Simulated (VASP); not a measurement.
Set up this calculation in VASP 6.6.1, as the native input.

| Quantity | Value |
| --- | --- |
| Task | single point |
| Functional | PBE |
| Potentials or basis | VASP PAW PBE potentials, release 64 (Ni) |
| Cutoff | 600 eV |
| k mesh | 7 × 7 × 7 |
| Occupations | fermi-dirac, width 0.1 eV |
| Spin | collinear spin, ferromagnetic start |
| Starting moments | [0.575] μB |
| Dipole correction | no |
| Further INCAR settings | ALGO = Normal; EDIFF = 1e-06; NBANDS = 15 |

The structure of Ni lies in POSCAR:

```
Ni
1.0
    2.3283263099      0.0000000000      0.0000000000
    0.0000000000      2.3283263099      0.0000000000
    0.0000000000      0.0000000000      2.3283263099
Ni
1
Direct
    0.0000000000      0.0000000000      0.0000000000
```

The input as run:

INCAR

```
ALGO = Normal
EDIFF = 1E-6
ENCUT = 600
GGA = PE
GGA_COMPAT = F
ISIF = 2
ISMEAR = -1
ISPIN = 2
LASPH = T
LCHARG = T
LELF = T
LMAXMIX = 4
LORBIT = 11
LREAL = F
LVHAR = T
LWAVE = F
MAGMOM = 0.575
NBANDS = 15
NELM = 200
PREC = Accurate
SIGMA = 0.1
```

KPOINTS

```
k-points
0
Gamma
  7 7 7
```

Potentials or basis: VASP PAW PBE potentials, release 64 (Ni).

Run with:

```sh
$ cat potpaw_PBE.64/Ni/POTCAR > POTCAR
$ mpirun -np 1 vasp_std > vasp.out
```

Results of the run:

```yaml
Pressure: -0.6 GPa
Net_moment: 0.32 μB per cell
Site_moments: Ni +0.32 μB
Valence_electrons_inside_the_program's_atomic_spheres: Ni 9.25
```

Caveat: the k points lie up to 0.39 Å⁻¹ apart.

It took 18 s on 1 thread of AMD EPYC 7R43 64-Core Processor (Zen 3), with other jobs on the host, peak memory 0.09 GiB.
